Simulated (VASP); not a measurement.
Set up this calculation in VASP 6.6.1, as the native input.

```
Task                   : relaxation of the atoms
Functional             : PBEsol
Potentials or basis    : VASP PAW PBE potentials, release 64 (Zn, O)
Cutoff                 : 520 eV
k mesh                 : 8 × 8 × 4
Occupations            : gaussian, width 0.01 eV
Spin                   : no spin polarisation
Dipole correction      : no
Further INCAR settings : ALGO = Normal; EDIFF = 1e-07; IBRION = 2; EDIFFG = -0.002; NSW = 50
```

The structure of ZnO lies in POSCAR:

```
ZnO
1.0
    3.2139192492      0.0000000000      0.0000000000
   -1.6069596246      2.7833357155      0.0000000000
    0.0000000000      0.0000000000      5.1880428699
Zn O
2 2
Direct
    0.3333333333      0.6666666667      0.5000305594
    0.6666666667      0.3333333333      0.0000305594
    0.6666666667      0.3333333333      0.3789794406
    0.3333333333      0.6666666667      0.8789794406
```

These files were run (other wordings do the same):

INCAR

```
  ALGO = Normal
  EDIFF = 1E-7
  EDIFFG = -0.002
  ENCUT = 520
  GGA = PS
  GGA_COMPAT = F
  IBRION = 2
  ISIF = 2
  ISMEAR = 0
  LASPH = T
  LCHARG = F
  LREAL = F
  LWAVE = F
  NELM = 120
  NELMIN = 4
  NSW = 50
  PREC = Accurate
  SIGMA = 0.01
```

KPOINTS

```
k-points
0
Gamma
  8 8 4
```

Potentials or basis: VASP PAW PBE potentials, release 64 (Zn, O).

Command:

```sh
$ cat potpaw_PBE.64/Zn/POTCAR potpaw_PBE.64/O/POTCAR > POTCAR
$ mpirun -np 1 vasp_std > vasp.out
```

Results of the run:

* Pressure after relaxing: 3.4 GPa
* Band gap on the k mesh: 0.71 eV

Caveat: semilocal functionals underestimate gaps, and a narrow one can read as zero; the PAW data sets were made with another functional, which shifts forces and pressure a little.

Wall time 32 s on 1 thread of Oxide Virtual Turin-like Processor (shared host), peak memory 0.14 GiB.
